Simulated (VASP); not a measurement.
PtS2:

```
Pt S
1.0
     3.54320    0.00000    0.00000
    -1.77160    3.06850    0.00000
     0.00000    0.00000    5.03880
Pt S
1 2
Direct
  0.00000 0.00000 0.00000
  0.66667 0.33333 0.77300
  0.33333 0.66667 0.22700
```

- Program: VASP 6.6.1
- Task: relaxation of cell and atoms
- Functional: LDA
- Potentials or basis: VASP PAW LDA potentials, release 64 (Pt, S)
- Cutoff: 690 eV
- k mesh: 9 × 9 × 6
- Occupations: gaussian, width 0.03 eV
- Spin: no spin polarisation

At the start: pressure 3.6 GPa; volume 18.26 Å³/atom.

Task: How do energy, volume and symmetry change on relaxing?

Result: Over 28 steps the energy falls by 30.2 meV/atom and the volume is 16.65 Å³/atom (-8.8 %); space group P-3m1 (No. 164, to 0.1 Å) before and after.

Step by step:
```csv
step,energy change (eV),largest force (eV/Å),pressure (GPa),volume (Å³)
1,0.0000,0.8051,3.59,54.78
2,0.0379,0.4683,-7.52,58.09
3,-0.0253,0.2771,-1.13,56.02
4,-0.0369,0.1815,-0.83,55.50
5,-0.0432,0.0331,-0.35,54.72
6,-0.0490,0.0836,0.13,54.16
7,-0.0618,0.2420,1.77,52.47
8,-0.0553,0.5676,6.17,49.11
9,-0.0643,0.4005,3.55,51.08
10,-0.0652,0.3962,3.50,51.04
11,-0.0676,0.3835,3.41,50.92
12,-0.0721,0.3582,3.20,50.67
13,-0.0794,0.3073,2.84,50.17
14,-0.0854,0.2064,2.35,49.15
15,-0.0877,0.1664,1.75,49.40
16,-0.0905,0.0446,0.04,50.15
17,-0.0905,0.0482,0.10,50.13
18,-0.0905,0.0450,0.09,50.12
19,-0.0906,0.0349,0.06,50.08
20,-0.0908,0.0138,0.01,50.00
21,-0.0907,0.0301,-0.09,49.85
22,-0.0908,0.0004,-0.02,49.95
23,-0.0908,0.0013,-0.03,49.95
24,-0.0908,0.0159,-0.03,49.90
25,-0.0908,0.0022,-0.02,49.94
26,-0.0908,0.0001,0.00,49.94
27,-0.0905,0.0001,0.00,49.94
28,-0.0905,0.0001,0.00,49.94
```

Final structure:
```xyz
3
Lattice="3.5616 0.0000 0.0000 -1.7808 3.0844 0.0000 0.0000 0.0000 4.5456" Properties=species:S:1:pos:R:3 pbc="T T T"
Pt    0.0000    0.0000    0.0000
S     1.7808    1.0281    3.3581
S     0.0000    2.0563    1.1876
```

Where two steps share one volume, the run began anew on that cell with a basis built for it.
